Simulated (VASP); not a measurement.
Input of a VASP 6.6.1 run:

INCAR

```
  PREC = Accurate
  ENCUT = 520
  EDIFF = 1E-6
  ISMEAR = -5
  SIGMA = 0.1
  LREAL = False
  LASPH = True
  NELM = 100
  ALGO = Normal
  ISIF = 2
  LWAVE = False
  LCHARG = False
  GGA = RP
  NBANDS = 34
```

Contents of KPOINTS:

```
Automatic mesh
0
Gamma
  4 4 4
  0.5 0.5 0
```

File POSCAR:

```
BaHf2Ag2
1.0
   -0.0146389800      4.6891600900     -0.0326924800
    4.6918577700     -0.0146389800     -0.0287759700
    2.3725603600      2.3758313100     -5.4091154200
Ba Ag Hf
1 2 2
Direct
    0.0103120000      0.0229850000      0.9899760000
    0.7276090000      0.2497280000      0.5191560000
    0.2686970000      0.7559470000      0.4752860000
    0.3389610000      0.3782040000      0.2519320000
    0.6276870000      0.6212630000      0.7397540000
```

Potentials or basis: VASP PAW PBE potentials, release 64 (Ba_sv, Ag, Hf_pv).

Run with:

```sh
$ cat potpaw_PBE.64/Ba_sv/POTCAR potpaw_PBE.64/Ag/POTCAR potpaw_PBE.64/Hf_pv/POTCAR > POTCAR
$ mpirun -np 1 vasp_std > vasp.out
```

Predict the pressure.

16.5 GPa.

What does it give for the largest force?

1.239 eV/Å.

Predict the band gap on the k mesh.

zero (band 26 reaches 5.67 eV, above the bottom of band 27 at 5.43 eV).

Stress tensor (GPa, compression positive):
```
18.74  0.20 -1.51
 0.20 14.36  0.80
-1.51  0.80 16.35
```

Caveat: the k points lie up to 0.37 Å⁻¹ apart; the PAW data sets were made with another functional, which shifts forces and pressure a little; spin-orbit coupling is left out, which moves the levels of the heavy elements; tetrahedron occupations give inexact forces and stress in metals.
